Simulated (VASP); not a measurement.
A run of VASP 6.6.1:

Contents of INCAR:

```
ALGO = Normal
EDIFF = 1E-6
ENCUT = 560
GGA = PE
GGA_COMPAT = False
ISIF = 2
ISMEAR = 0
LASPH = True
LCHARG = False
LREAL = False
LWAVE = False
NBANDS = 24
NELM = 120
PREC = Accurate
SIGMA = 0.1
```

Contents of KPOINTS:

```
k-points
0
Gamma
  3 3 6
```

File POSCAR:

```
Rb2Re
1.0
    6.2082497871      0.0000000000      0.0000000000
   -3.1041248936      5.3765020286      0.0000000000
    0.0000000000      0.0000000000      2.8483916513
Rb Re
2 1
Direct
    0.3333333333      0.6666666667      0.5000000000
    0.6666666667      0.3333333333      0.5000000000
    0.0000000000      0.0000000000      0.0000000000
```

Potentials or basis: VASP PAW PBE potentials, release 64 (Rb_sv, Re_sv_GW).

Run with:

```bash
$ cat potpaw_PBE.64/Rb_sv/POTCAR potpaw_PBE.64/Re_sv_GW/POTCAR > POTCAR
$ mpirun -np 1 vasp_std > vasp.out
```

Hardware: 1 thread of Intel(R) Xeon(R) 6975P-C (Granite Rapids), with other jobs on the host.

Q: Estimate the wall time of this run.

A: Run time: 16 s on 1 thread of Intel(R) Xeon(R) 6975P-C (Granite Rapids), with other jobs on the host, peak memory 0.24 GiB. Counts: scf iterations 16, k points 12.
